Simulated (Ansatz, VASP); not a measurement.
Be2ZnTe2O in VASP and in Ansatz

```xyz
6
Lattice="-2.8501 2.8501 3.9937 2.8501 -2.8501 3.9937 2.8501 2.8501 -3.9937" Properties=species:S:1:pos:R:3 pbc="T T T"
Be    0.0000    2.8501    1.9969
Be    2.8501    0.0000    1.9969
Zn    0.0000    0.0000    3.9937
Te    0.0000    0.0000    1.4875
Te    0.0000    0.0000    6.5000
O     0.0000    0.0000    0.0000
```

Alike in both runs: task single point; functional PBE; k mesh 4 × 4 × 4; occupations gaussian, width 0.1 eV; no spin polarisation.

|  | VASP | Ansatz |
| --- | --- | --- |
| version | VASP 6.6.1 | Ansatz 0.2.0 |
| potentials or method | VASP PAW PBE potentials, release 64 (Be, Zn, Te, O), cutoff 520 eV | scalar-relativistic, plane waves, PAW |
| valence electrons in the cell | 34 | 54 |

Ansatz gave:

- gap on the k mesh at the Fermi level (eV): none
- rms of the force components (eV/Å): 11.437

Question: Which values does VASP return?

Answer: gap on the k mesh at the Fermi level (eV): none; rms of the force components (eV/Å): 11.323.

Atom by atom the forces differ by 0.114 eV/Å (rms over components). A gap of «none» marks a metal or a gap that the smearing closes. With one functional, cell and mesh, what is left measures potentials, basis and numerics. VASP's potentials hold 34 valence electrons a cell and Ansatz's 54, so a difference there can come from the potentials and not from the codes.

The k mesh is coarse, so the values compare programs but aren't converged. Spin-orbit coupling is off throughout.
